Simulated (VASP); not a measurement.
# Fe (P6_3/mmc) in VASP: a series of runs

The runs below take Fe through single point, with PBE+D3(BJ), SVWN5.

Everything below comes from runs of VASP 6.6.1. Logs are shortened: lines on timing, memory, paths and dates and some standing lists are left out, and cuts for length are marked.

### 1 The cell of the first run

It takes space group P6_3/mmc (No. 194, hexagonal). The conventional cell has a = 2.440 Å, b = 2.440 Å, c = 3.868 Å, α = 90.00°, β = 90.00°, γ = 120.00°. Fe (site symmetry -6m2) has 12 Fe at 2.39 to 2.44 Å within 3.2 Å.

### 2 Single point, PBE+D3(BJ), collinear spin, ferromagnetic start

INCAR reads:

```
PREC = Accurate
ENCUT = 520
EDIFF = 1E-6
ISMEAR = -1
SIGMA = 0.05
LREAL = False
LASPH = True
NELM = 150
ALGO = Normal
ISIF = 2
LWAVE = False
LCHARG = False
ISPIN = 2
MAGMOM = 3 3
LORBIT = 11
LMAXMIX = 4
GGA = PE
IVDW = 12
NBANDS = 19
```

KPOINTS reads:

```
Automatic mesh
0
Gamma
  12 12 7
```

POSCAR reads:

```
Fe
1.0
    2.4403767181      0.0000000000      0.0000000000
   -1.2201883591      2.1134282327      0.0000000000
    0.0000000000      0.0000000000      3.8676019059
Fe
2
Direct
    0.6666666667      0.3333333333      0.7500000000
    0.3333333333      0.6666666667      0.2500000000
```

Potentials or basis: VASP PAW PBE potentials, release 64 (Fe).

On the command line:

```console
> cat potpaw_PBE.64/Fe/POTCAR > POTCAR
> mpirun -np 1 vasp_std > vasp.out
```

OUTCAR:

```text
PREC = Accurate
   ENCUT = 520
   EDIFF = 1E-6
   ISMEAR = -1
   LREAL = False
   LASPH = True
   NELM = 150
   ISIF = 2
   ISPIN = 2
   LORBIT = 11
   GGA = PE
   IVDW = 12
 IVDW          = 12

 ion  position               nearest neighbor table
   1  0.667  0.333  0.750-   2 2.39   2 2.39   2 2.39   2 2.39   2 2.39   2 2.39
   2  0.333  0.667  0.250-   1 2.39   1 2.39   1 2.39   1 2.39   1 2.39   1 2.39

  LATTYP: Found a hexagonal cell.
 ALAT       =     2.4403767181
 C/A-ratio  =     1.5848380609

  Lattice vectors:

 A1 = (   2.4403767181,   0.0000000000,   0.0000000000)
 A2 = (  -1.2201883591,   2.1134282327,   0.0000000000)
 A3 = (   0.0000000000,   0.0000000000,   3.8676019059)

Analysis of symmetry for initial positions (statically):
=====================================================================
 Subroutine PRICEL returns:
 Original cell was already a primitive cell.

 Routine SETGRP: Setting up the symmetry group for a
 hexagonal supercell.

 Subroutine GETGRP returns: Found 24 space group operations
 (whereof 12 operations were pure point group operations)
 out of a pool of 24 trial point group operations.

The static configuration has the point symmetry D_3d.
 The point group associated with its full space group is D_6h.

Analysis of symmetry for dynamics (positions and initial velocities):
=====================================================================
 Subroutine PRICEL returns:
 Original cell was already a primitive cell.

 Routine SETGRP: Setting up the symmetry group for a
 hexagonal supercell.

 Subroutine GETGRP returns: Found 24 space group operations
 (whereof 12 operations were pure point group operations)
 out of a pool of 24 trial point group operations.

The dynamic configuration has the point symmetry D_3d.
 The point group associated with its full space group is D_6h.

Analysis of structural, dynamic, and magnetic symmetry:
=====================================================================
 Subroutine PRICEL returns:
 Original cell was already a primitive cell.

 Routine SETGRP: Setting up the symmetry group for a
 hexagonal supercell.

 Subroutine GETGRP returns: Found 24 space group operations
 (whereof 12 operations were pure point group operations)
 out of a pool of 24 trial point group operations.

The overall configuration has the point symmetry D_3d.
 The point group associated with its full space group is D_6h.

 Subroutine INISYM returns: Found 24 space group operations
 (whereof 12 operations are pure point group operations),
 and found     1 'primitive' translations
[... 117 lines left out ...]
  Fermi-wavevector in a.u.,A,eV,Ry     =   1.521083  2.874429 31.479691  2.313692
  Thomas-Fermi vector in A             =   2.629846
   LORBIT       =     11    0 simple, 1 ext, 2 COOP (PROOUT), +10 PAW based schemes
   GGA     = PE    functional components
   LHFCALC =     F    Hartree Fock is set to
   AEXX    =    0.0000 exact exchange contribution
   IVDW    =    12    specifies the selected vdW correction
   LEPSILON=     F    determine dielectric tensor
   LRPA    =     F    only Hartree local field effects (RPA)
 spin polarized calculation
  energy-cutoff  :      520.00
  volume of cell :       19.95
 maximum number of plane-waves:       555
   NGX =  9   NGY =  9   NGZ = 15

 number of electron      16.0000011 magnetization      -0.0571319

 number of electron      16.0000011 magnetization       0.0012085

 Free energy of the ion-electron system (eV)
  ---------------------------------------------------
  ext. energy  EPLUGINS =         0.00000000
  ---------------------------------------------------
  free energy    TOTEN  =       -16.31357641 eV

  energy without entropy =      -16.29388187  energy(sigma->0) =      -16.30372914

 E-fermi :   7.1796     XC(G=0): -13.9173

 val. band max:        7.1752629979   @ k =   0.3333   0.2500   0.2857
 cond. band min:       7.2090109763   @ k =   0.4167   0.0833   0.4286
 fundamental gap:      0.0337479784
 Fermi energy:         7.1795987570

 spin component 1

 k-point     1 :       0.0000    0.0000    0.0000
  band No.  band energies     occupation
      1      -1.8868      1.00000
      2       2.0968      1.00000
      3       5.4566      1.00000
      4       5.4566      1.00000
      5       5.5739      1.00000
      6       5.9337      1.00000
[... 517 lines left out ...]
     18      31.3056      0.00000
     19      32.9042      0.00000

 [... further k-points ...]

 spin component 2

 k-point     1 :       0.0000    0.0000    0.0000
  band No.  band energies     occupation
      1      -1.8871      1.00000
      2       2.0962      1.00000
      3       5.4564      1.00000
      4       5.4564      1.00000
      5       5.5731      1.00000
      6       5.9335      1.00000
[... 517 lines left out ...]
     18      31.3050      0.00000
     19      32.9041      0.00000

 [... further k-points ...]

------------------------ aborting loop because EDIFF is reached ----------------------------------------

 Edisp (eV)   -0.81787

 E8    (eV) :    -0.3659

  FORCE on cell =-STRESS in cart. coord.  units (eV):
  Direction    XX          YY          ZZ          XY          YZ          ZX
  --------------------------------------------------------------------------------------
  -------------------------------------------------------------------------------------
  Total      -0.08434    -0.08434    -0.09320     0.00000     0.00000     0.00000
  in kB      -6.77441    -6.77441    -7.48556     0.00000     0.00000     0.00000
  external pressure =       -7.01 kB  Pullay stress =        0.00 kB

 VOLUME and BASIS-vectors are now :
 -----------------------------------------------------------------------------
  energy-cutoff  :      520.00
  volume of cell :       19.95
      direct lattice vectors                 reciprocal lattice vectors
     2.440376718  0.000000000  0.000000000     0.409772800  0.236582436  0.000000000
    -1.220188359  2.113428233  0.000000000     0.000000000  0.473164872  0.000000000
     0.000000000  0.000000000  3.867601906     0.000000000  0.000000000  0.258558152

 POSITION                                       TOTAL-FORCE (eV/Angst)
 -----------------------------------------------------------------------------------
      1.22019      0.70448      2.90070         0.000000      0.000000      0.000000
     -0.00000      1.40895      0.96690        -0.000000     -0.000000      0.000000
 -----------------------------------------------------------------------------------
    total drift:                               -0.000000      0.000000     -0.000000

  FREE ENERGIE OF THE ION-ELECTRON SYSTEM (eV)
  ---------------------------------------------------
  free  energy   TOTEN  =       -17.1314455007 eV

  energy  without entropy=      -17.1117509595  energy(sigma->0) =      -17.12159823

 total charge

# of ion       s       p       d       tot
------------------------------------------
    1        0.547   0.658   6.363   7.567
    2        0.547   0.658   6.363   7.567
--------------------------------------------------
tot          1.093   1.315  12.726  15.134

 magnetization (x)

# of ion       s       p       d       tot
------------------------------------------
    1       -0.000  -0.000   0.000   0.000
    2       -0.000  -0.000   0.000   0.000
--------------------------------------------------
tot         -0.000  -0.000   0.000   0.000
```

stdout:

```text
POSCAR found type information on POSCAR Fe
 POSCAR found :  1 types and       2 ions
 scaLAPACK will be used
 LDA part: xc-table for (Slater+PW92), standard interpolation
 POSCAR, INCAR and KPOINTS ok, starting setup
 FFT: planning ... GRIDC
 FFT: planning ... GRID_SOFT
 FFT: planning ... GRID
 WAVECAR not read
 entering main loop
```

Wall time 1.7 min (1 thread of AMD EPYC 7R13, shared host); peak memory 0.14 GiB.

Results:

| Property | Result |
| --- | --- |
| Free energy | -17.1314 eV |
| Pressure | -0.7 GPa |
| Band gap on the k mesh | zero (filled and empty bands overlap) |
| Net moment | 0.00 μB per cell |
| Valence electrons inside the program's atomic spheres | Fe 7.57 |
| Dispersion energy per atom | -0.409 eV |

Caveat: the starting moments collapsed, and a magnetic state may lie lower; pairwise dispersion overbinds metals, which lowers pressure and volume.

### 3 Single point, SVWN5, collinear spin, ferromagnetic start

This run uses another cell than the first one, of 10.05 Å³/atom, 1.008 times its volume.

INCAR reads:

```
PREC = Accurate
ENCUT = 520
EDIFF = 1E-6
ISMEAR = -1
SIGMA = 0.05
LREAL = F
LASPH = T
NELM = 150
ALGO = Fast
ISIF = 2
LWAVE = F
LCHARG = T
ISPIN = 2
MAGMOM = 3 3
LORBIT = 11
LMAXMIX = 4
GGA = VW
LELF = T
LVHAR = T
NBANDS = 19
```

KPOINTS reads:

```
regular mesh
0
Gamma
  12 12 7
```

POSCAR reads:

```
Fe
1.0
    2.4502783040      0.0000000000      0.0000000000
   -1.2251391521      2.1220032576      0.0000000000
    0.0000000000      0.0000000000      3.8673784861
Fe
2
Direct
    0.6666666667      0.3333333333      0.7500000000
    0.3333333333      0.6666666667      0.2500000000
```

Potentials or basis: VASP PAW PBE potentials, release 64 (Fe).

On the command line:

```console
> cat potpaw_PBE.64/Fe/POTCAR > POTCAR
> mpirun -np 1 vasp_std > vasp.out
```

Run time: 2.3 min. Hardware: 1 thread of AMD EPYC 7R13, shared host; peak memory 0.12 GiB.

The run converged. Its results:

```
Free energy                                           : 24.2302 eV
Pressure                                              : -16.1 GPa
Net moment                                            : 0.21 μB per cell
Site moments                                          : Fe +0.10 μB
Valence electrons inside the program's atomic spheres : Fe 7.56
```

Stress tensor (GPa, compression positive):
```
-16.30   0.00   0.00
  0.00 -16.30   0.00
  0.00   0.00 -15.66
```

Levels at points of the mesh, in eV from the Fermi level:
Spin up:
| k point | band 5 | band 6 | band 7 | band 8 | band 9 | band 10 | band 11 | band 12 |
| --- | --- | --- | --- | --- | --- | --- | --- | --- |
| (0.00, 0.00, 0.00) | -1.65 | -1.31 | -1.31 | -0.97 | -0.97 | 0.58 | 0.63 | 0.63 |
| (0.50, 0.00, 0.00) | -2.10 | -1.63 | -1.18 | 0.72 | 0.96 | 1.00 | 2.66 | 4.83 |
Spin down:
| k point | band 6 | band 7 | band 8 | band 9 | band 10 | band 11 |
| --- | --- | --- | --- | --- | --- | --- |
| (0.00, 0.00, 0.00) | -1.15 | -1.15 | -0.80 | -0.80 | 0.62 | 0.82 |
| (0.50, 0.00, 0.00) | -1.48 | -1.02 | 0.92 | 1.16 | 1.20 | 2.81 |

Caveat: the PAW data sets were made with another functional, which shifts forces and pressure a little.
